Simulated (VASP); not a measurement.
Write the native input for VASP 6.6.1 that does the following.

```
Task                   : single point
Functional             : PBEsol
Potentials or basis    : VASP PAW PBE potentials, release 64 (Pt)
Cutoff                 : 520 eV
k mesh                 : 16 × 16 × 16
Occupations            : fermi-dirac, width 0.1 eV
Spin                   : no spin polarisation
Dipole correction      : no
Further INCAR settings : ALGO = Normal; EDIFF = 1e-07; NBANDS = 11
```

The structure of Pt lies in POSCAR:

```
Pt
1.0
   -1.5819450886      1.5819450886      1.5819450886
    1.5819450886     -1.5819450886      1.5819450886
    1.5819450886      1.5819450886     -1.5819450886
Pt
1
Direct
    0.0000000000      0.0000000000      0.0000000000
```

This cell differs from its parent crystal: volume scaled by 1.04.

One way to write it, as run:

INCAR

```
SYSTEM = Pt
PREC     = Accurate       ! precision mode
ENCUT    = 520            ! plane-wave cutoff, eV
EDIFF    = 1E-7           ! SCF threshold, eV
ISMEAR   = -1             ! smearing method
SIGMA    = 0.1            ! smearing width, eV
LREAL    = .FALSE.        ! projectors in reciprocal space
LASPH    = .TRUE.         ! aspherical terms in the spheres
NELM     = 80             ! most SCF steps
ALGO     = Normal         ! electronic algorithm
ISIF     = 2              ! what is computed and relaxed
LWAVE    = .FALSE.        ! write WAVECAR
LCHARG   = .FALSE.        ! write CHGCAR
GGA      = PS             ! functional
NBANDS   = 11             ! bands
```

KPOINTS

```
Automatic mesh
0
G
  16 16 16
  0 0 0
```

Potentials or basis: VASP PAW PBE potentials, release 64 (Pt).

Run with:

```sh
$ cat potpaw_PBE.64/Pt/POTCAR > POTCAR
$ mpirun -np 1 vasp_std > vasp.out
```

It gave:

```yaml
Pressure: -10.1 GPa
Band_gap_on_the_k_mesh: zero (band 5 reaches 11.01 eV, above the bottom of band 6 at 8.87 eV)
```

Caveat: the PAW data sets were made with another functional, which shifts forces and pressure a little; spin-orbit coupling is left out, which moves the levels of the heavy elements.

Run time: 7.6 s on 1 thread of AMD EPYC 9R45 96-Core Processor (Zen 5), on a shared host, peak memory 0.11 GiB.
